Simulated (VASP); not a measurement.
# La (Im-3m) in VASP: further runs

La is run at these levels: PBEsol; tasks: relaxation of cell and atoms.

Program: VASP 6.6.1. These are calculated values, not measurements. Logs are shortened: lines on timing, memory, paths and dates and some standing lists are left out, and cuts for length are marked.

## (1) The cell of the first run

The structure is cubic, space group Im-3m (No. 229). The conventional cell has a = 4.248 Å, b = 4.248 Å, c = 4.248 Å, α = 90.00°, β = 90.00°, γ = 90.00°. La (site symmetry m-3m) has 14 La at 3.68 to 4.25 Å within 4.8 Å.

## (2) Relaxation of cell and atoms, PBEsol

INCAR

```
SYSTEM = La
  PREC = Accurate
  ENCUT = 600
  EDIFF = 1E-6
  ISMEAR = -1
  SIGMA = 0.05
  LREAL = .FALSE.
  LASPH = .TRUE.
  NELM = 100
  ALGO = Normal
  ISIF = 3
  LWAVE = .FALSE.
  LCHARG = .FALSE.
  GGA = PS
  IBRION = 2
  NSW = 80
  EDIFFG = -0.02
```

KPOINTS

```
regular mesh
0
G
  9 9 9
  0 0 0
```

POSCAR

```
La
1.0
   -2.1238310710      2.1238310710      2.1238310710
    2.1238310710     -2.1238310710      2.1238310710
    2.1238310710      2.1238310710     -2.1238310710
La
1
Direct
    0.0000000000      0.0000000000      0.0000000000
```

Potentials or basis: VASP PAW PBE potentials, release 64 (La).

Launch:

```
> cat potpaw_PBE.64/La/POTCAR > POTCAR
> mpirun -np 1 vasp_std > vasp.out
```

OUTCAR:

```text
SYSTEM = La
   PREC = Accurate
   ENCUT = 600
   EDIFF = 1E-6
   ISMEAR = -1
   LREAL = .FALSE.
   LASPH = .TRUE.
   NELM = 100
   ISIF = 3
   GGA = PS
   IBRION = 2
   NSW = 80
   EDIFFG = -0.02

 ion  position               nearest neighbor table
   1  0.000  0.000  0.000-

  LATTYP: Found a body centered cubic cell.
 ALAT       =     4.2476621420

  Lattice vectors:

 A1 = (  -2.1238310710,   2.1238310710,   2.1238310710)
 A2 = (   2.1238310710,  -2.1238310710,   2.1238310710)
 A3 = (   2.1238310710,   2.1238310710,  -2.1238310710)

Analysis of symmetry for initial positions (statically):
=====================================================================
 Subroutine PRICEL returns:
 Original cell was already a primitive cell.

 Routine SETGRP: Setting up the symmetry group for a
 body centered cubic supercell.

 Subroutine GETGRP returns: Found 48 space group operations
 (whereof 48 operations were pure point group operations)
 out of a pool of 48 trial point group operations.

The static configuration has the point symmetry O_h .

Analysis of symmetry for dynamics (positions and initial velocities):
=====================================================================
 Subroutine PRICEL returns:
 Original cell was already a primitive cell.

 Routine SETGRP: Setting up the symmetry group for a
 body centered cubic supercell.

 Subroutine GETGRP returns: Found 48 space group operations
 (whereof 48 operations were pure point group operations)
 out of a pool of 48 trial point group operations.

The dynamic configuration has the point symmetry O_h .

 Subroutine INISYM returns: Found 48 space group operations
 (whereof 48 operations are pure point group operations),
 and found     1 'primitive' translations

----------------------------------------------------------------------------------------

                                     Primitive cell

  volume of cell :      38.3195

  direct lattice vectors                    reciprocal lattice vectors
    -2.123831071  2.123831071  2.123831071     0.000000000  0.235423620  0.235423620
     2.123831071 -2.123831071  2.123831071     0.235423620  0.000000000  0.235423620
     2.123831071  2.123831071 -2.123831071     0.235423620  0.235423620  0.000000000

  length of vectors
     3.678583322  3.678583322  3.678583322     0.332939277  0.332939277  0.332939277

  position of ions in fractional coordinates (direct lattice)
     0.000000000  0.000000000  0.000000000

  ion indices of the primitive-cell ions
   primitive index   ion index
                 1           1

----------------------------------------------------------------------------------------

 KPOINTS: regular mesh

Automatic generation of k-mesh.
 Grid dimensions read from file:
 generate k-points for:    9    9    9

 Generating k-lattice:

  Cartesian coordinates                     Fractional coordinates (reciprocal lattice)
     0.000000000  0.026158180  0.026158180     0.111111111  0.000000000  0.000000000
     0.026158180  0.000000000  0.026158180     0.000000000  0.111111111  0.000000000
     0.026158180  0.026158180  0.000000000     0.000000000  0.000000000  0.111111111

  Length of vectors
     0.036993253  0.036993253  0.036993253

  Shift w.r.t. Gamma in fractional coordinates (k-lattice)
     0.000000000  0.000000000  0.000000000

 Subroutine IBZKPT returns following result:
 ===========================================

 Found     35 irreducible k-points:

 Following reciprocal coordinates:
            Coordinates               Weight
  0.000000  0.000000  0.000000      1.000000
  0.111111  0.000000  0.000000     12.000000
  0.222222  0.000000  0.000000     12.000000
  0.333333  0.000000  0.000000     12.000000
  0.444444  0.000000  0.000000     12.000000
  0.111111  0.111111  0.000000     24.000000
[... 16 lines left out ...]
 -0.333333  0.444444  0.111111     48.000000
 -0.444444 -0.444444  0.111111     24.000000
 [... further k-points ...]
   k-points           NKPTS =     35   k-points in BZ     NKDIM =     35   number of bands    NBANDS=      9
   number of dos      NEDOS =    301   number of ions     NIONS =      1
   total plane-waves  NPLWV =  27000
   dimension x,y,z NGX =    30 NGY =   30 NGZ =   30
   dimension x,y,z NGXF=    60 NGYF=   60 NGZF=   60
   ions per type =               1
   NGX,Y,Z   is equivalent  to a cutoff of  13.56, 13.56, 13.56 a.u.
   NGXF,Y,Z  is equivalent  to a cutoff of  27.12, 27.12, 27.12 a.u.
 SYSTEM =  La
   PREC   = accura    normal or accurate (medium, high low for compatibility)
   ISTART =      0    job   : 0-new  1-cont  2-samecut
   ICHARG =      2    charge: 1-file 2-atom 10-const
   ISPIN  =      1    spin polarized calculation?
   LNONCOLLINEAR =      F non collinear calculations
   LSORBIT =      F    spin-orbit coupling
   LASPH  =      T    aspherical Exc in radial PAW
   ENCUT  =  600.0 eV  44.10 Ry    6.64 a.u.   7.35  7.35  7.35*2*pi/ulx,y,z
   NELM   =    100;   NELMIN=  2; NELMDL= -5     # of ELM steps
   EDIFF  = 0.1E-05   stopping-criterion for ELM
   LREAL  =      F    real-space projection
   EDIFFG = -.2E-01   stopping-criterion for IOM
   NSW    =     80    number of steps for IOM
   IBRION =      2    ionic relax: 0-MD 1-quasi-New 2-CG
   NFREE  =      1    steps in history (QN), initial steepest desc. (CG)
   ISIF   =      3    stress and relaxation
   ISYM   =      2    0-nonsym 1-usesym 2-fastsym
   POTIM  = 0.5000    time-step for ionic-motion
   TEBEG  =    0.0;   TEEND  =   0.0 temperature during run
   PSTRESS=    0.0 pullay stress
   NELECT =      11.0000    total number of electrons
   NUPDOWN=      -1.0000    fix difference up-down
   EMIN   =  10.00;   EMAX   =-10.00  energy-range for DOS
   EFERMI =   0.00;   METHOD = LEGACY
   ISMEAR =    -1;   SIGMA  =   0.05  broadening in eV -4-tet -1-fermi 0-gaus
   EFERMI_NEDOS =   21; number of points for ismear=-14 and -15
   IALGO  =     38    algorithm
   IMIX   =      4    mixing-type and parameters
     AMIX     =   0.40;   BMIX     =  1.00
     AMIX_MAG =   1.60;   BMIX_MAG =  1.00
  volume/ion in A,a.u.               =      38.32       258.59
  Fermi-wavevector in a.u.,A,eV,Ry     =   1.079939  2.040788 15.868033  1.166268
  Thomas-Fermi vector in A             =   2.215917
   LORBIT       =      0    0 simple, 1 ext, 2 COOP (PROOUT), +10 PAW based schemes
   GGA     = PS    functional components
   LHFCALC =     F    Hartree Fock is set to
   AEXX    =    0.0000 exact exchange contribution
   IVDW    =     0    specifies the selected vdW correction
   LEPSILON=     F    determine dielectric tensor
   LRPA    =     F    only Hartree local field effects (RPA)
 conjugate gradient relaxation of ions
 non-spin polarized calculation
  energy-cutoff  :      600.00
  volume of cell :       38.32
 maximum number of plane-waves:      1298
 NGX is ok and might be reduce to    30
   NGX = 15   NGY = 15   NGZ = 15

--------------------------------------- Ionic step        1  -------------------------------------------

 number of electron      11.0000001 magnetization

 Free energy of the ion-electron system (eV)
  ---------------------------------------------------
  ext. energy  EPLUGINS =         0.00000000
  ---------------------------------------------------
  free energy    TOTEN  =        -5.19322148 eV

  energy without entropy =       -5.16608373  energy(sigma->0) =       -5.17965260

------------------------ aborting loop because EDIFF is reached ----------------------------------------

  FORCE on cell =-STRESS in cart. coord.  units (eV):
  Direction    XX          YY          ZZ          XY          YZ          ZX
  --------------------------------------------------------------------------------------
  -------------------------------------------------------------------------------------
  Total       -0.6097585     -0.6097585     -0.6097585      0.0000000      0.0000000     -0.0000000
  in kB      -25.4946215    -25.4946215    -25.4946215      0.0000000      0.0000000     -0.0000000
  external PRESSURE =     -25.4946215 kB  Pullay stress =       0.0000000 kB

 VOLUME and BASIS-vectors are now :
 -----------------------------------------------------------------------------
  energy-cutoff  :      600.00
  volume of cell :       38.32
      direct lattice vectors                 reciprocal lattice vectors
    -2.123831071  2.123831071  2.123831071     0.000000000  0.235423620  0.235423620
     2.123831071 -2.123831071  2.123831071     0.235423620  0.000000000  0.235423620
     2.123831071  2.123831071 -2.123831071     0.235423620  0.235423620  0.000000000
[... 36 lines left out ...]
 POSITION                                       TOTAL-FORCE (eV/Angst)
 -----------------------------------------------------------------------------------
      2.06136     -2.06136      2.06136         0.000000     -0.000000      0.000000
 -----------------------------------------------------------------------------------
    total drift:                                0.000000     -0.000000      0.000000

  FREE ENERGIE OF THE ION-ELECTRON SYSTEM (eV)
  ---------------------------------------------------
  free  energy   TOTEN  =        -5.2249432924 eV

  energy  without entropy=       -5.2011744682  energy(sigma->0) =       -5.21305888

--------------------------------------- Ionic step        3  -------------------------------------------

 number of electron      11.0000001 magnetization

 Free energy of the ion-electron system (eV)
  ---------------------------------------------------
  ext. energy  EPLUGINS =         0.00000000
  ---------------------------------------------------
  free energy    TOTEN  =        -5.22560312 eV

  energy without entropy =       -5.20237956  energy(sigma->0) =       -5.21399134

 E-fermi :   8.3978     XC(G=0):  -9.9840

 val. band max:        8.3609412667   @ k =   0.2222   0.2222   0.0000
 cond. band min:       8.4278616236   @ k =   0.3333   0.0000   0.0000
 fundamental gap:      0.0669203569
 Fermi energy:         8.3978348892

 k-point     1 :       0.0000    0.0000    0.0000
  band No.  band energies     occupation
      1     -24.3434      2.00000
      2      -7.1029      2.00000
      3      -7.1029      2.00000
      4      -7.1029      2.00000
      5       5.2464      2.00000
      6       9.9691      0.00000
      7       9.9691      0.00000
      8       9.9691      0.00000
      9      10.0615      0.00000

 k-point     2 :       0.1111    0.0000    0.0000
  band No.  band energies     occupation
      1     -24.3119      2.00000
      2      -7.3330      2.00000
      3      -7.1693      2.00000
      4      -7.1062      2.00000
      5       5.6664      2.00000
      6       9.4701      0.00000
      7       9.4760      0.00000
      8      10.0434      0.00000
      9      10.1306      0.00000
[... 253 lines left out ...]
 k-point    24 :      -0.4444   -0.4444    0.1111
  band No.  band energies     occupation
      1     -24.0183      2.00000
      2      -8.6381      2.00000
      3      -7.9127      2.00000
      4      -7.3816      2.00000
      5       7.2571      2.00000
      6       8.6239      0.02152
      7       9.0996      0.00000
      8       9.8677      0.00000
      9      10.4374      0.00000

 [... further k-points ...]
[... 5 lines left out ...]
  --------------------------------------------------------------------------------------
  -------------------------------------------------------------------------------------
  Total       -0.0037708     -0.0037708     -0.0037708      0.0000000      0.0000000      0.0000000
  in kB       -0.1748716     -0.1748716     -0.1748716      0.0000000      0.0000000      0.0000000
  external PRESSURE =      -0.1748716 kB  Pullay stress =       0.0000000 kB

 VOLUME and BASIS-vectors are now :
 -----------------------------------------------------------------------------
  energy-cutoff  :      600.00
  volume of cell :       34.55
      direct lattice vectors                 reciprocal lattice vectors
    -2.051742944  2.051742944  2.051742944     0.000000000  0.243695245  0.243695245
     2.051742944 -2.051742944  2.051742944     0.243695245  0.000000000  0.243695245
     2.051742944  2.051742944 -2.051742944     0.243695245  0.243695245  0.000000000

 POSITION                                       TOTAL-FORCE (eV/Angst)
 -----------------------------------------------------------------------------------
      0.00000      0.00000      0.00000         0.000000     -0.000000      0.000000
 -----------------------------------------------------------------------------------
    total drift:                                0.000000     -0.000000      0.000000

  FREE ENERGIE OF THE ION-ELECTRON SYSTEM (eV)
  ---------------------------------------------------
  free  energy   TOTEN  =        -5.2256031202 eV

  energy  without entropy=       -5.2023795611  energy(sigma->0) =       -5.21399134

 reached required accuracy - stopping structural energy minimisation
```

It took 42 s on 1 thread of Intel Xeon Platinum 8375C at 2.90GHz (Ice Lake), shared host; peak memory 0.19 GiB.

What came out:

* Free energy: -5.2256 eV
* Relaxed volume: 34.55 Å³/atom
* Relaxed cell: a = 3.554 Å, b = 3.554 Å, c = 3.554 Å, α = 109.47°, β = 109.47°, γ = 109.47°
* Space group after relaxing (to 0.05 Å): Im-3m (No. 229)
* Energy gained by relaxing: 32.4 meV/atom
* Ionic steps: 3
* Pressure after relaxing: 0.0 GPa

The path:
| step | energy change (eV) | largest force (eV/Å) | pressure (GPa) | volume (Å³) |
| --- | --- | --- | --- | --- |
| 1 | 0.0000 | 0.0000 | -2.55 | 38.32 |
| 2 | -0.0317 | 0.0000 | -0.41 | 35.04 |
| 3 | -0.0324 | 0.0000 | -0.02 | 34.55 |

Final structure:
```xyz
1
Lattice="-2.0517 2.0517 2.0517 2.0517 -2.0517 2.0517 2.0517 2.0517 -2.0517" Properties=species:S:1:pos:R:3 pbc="T T T"
La    0.0000    0.0000    0.0000
```

Levels at points of the mesh, in eV from the Fermi level:
```
           k point  band 3  band 4  band 5  band 6  band 7  band 8  band 9
(0.00, 0.00, 0.00)  -15.50  -15.50   -3.15    1.57    1.57    1.57    1.66
```

Caveat: the PAW data sets were made with another functional, which shifts forces and pressure a little; spin-orbit coupling is left out, which moves the levels of the heavy elements.

(Continued in part 2 of 2.)
